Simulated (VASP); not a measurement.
Runs of VASP 6.6.1 on Co. The structure is that of space group Im-3m (No. 229), or close to it. The cells are those of the table. 

```csv
task,spin,cell,k mesh,cutoff (eV),gap on the mesh (eV),pressure (GPa)
single point,off,"a = 2.427 Å, angles 109.5°, 1 atom",26 × 26 × 26,520,none,(a)
relaxation of cell and atoms,off,"relaxed from a = 2.432 Å, angles 109.5°, 1 atom",16 × 16 × 16,600,none,-0.1
single point,off,"a = 2.295 Å, angles 109.5°, 1 atom",26 × 26 × 26,520,none,39.1
single point,off,"a = 2.330 Å, angles 109.5°, 1 atom",26 × 26 × 26,520,none,22.6
single point,off,"a = 2.363 Å, angles 109.5°, 1 atom",26 × 26 × 26,520,none,9.5
single point,off,"a = 2.395 Å, angles 109.5°, 1 atom",16 × 16 × 16,520,none,-0.7
single point,"non-collinear, zero start, SOC","a = 2.395 Å, angles 109.5°, 1 atom",16 × 16 × 16,520,-,-0.7
single point,off,"a = 2.395 Å, angles 109.5°, 1 atom",26 × 26 × 26,520,none,-0.7
```

Alike in all rows: level PBE; potentials or basis VASP PAW PBE potentials, release 64 (Co); smearing fermi-dirac 0.1 eV.

**Question.** Estimate the missing entries.

**Answer.** (a) -8.9.

A gap of «none» marks levels without a gap at the run's occupations.
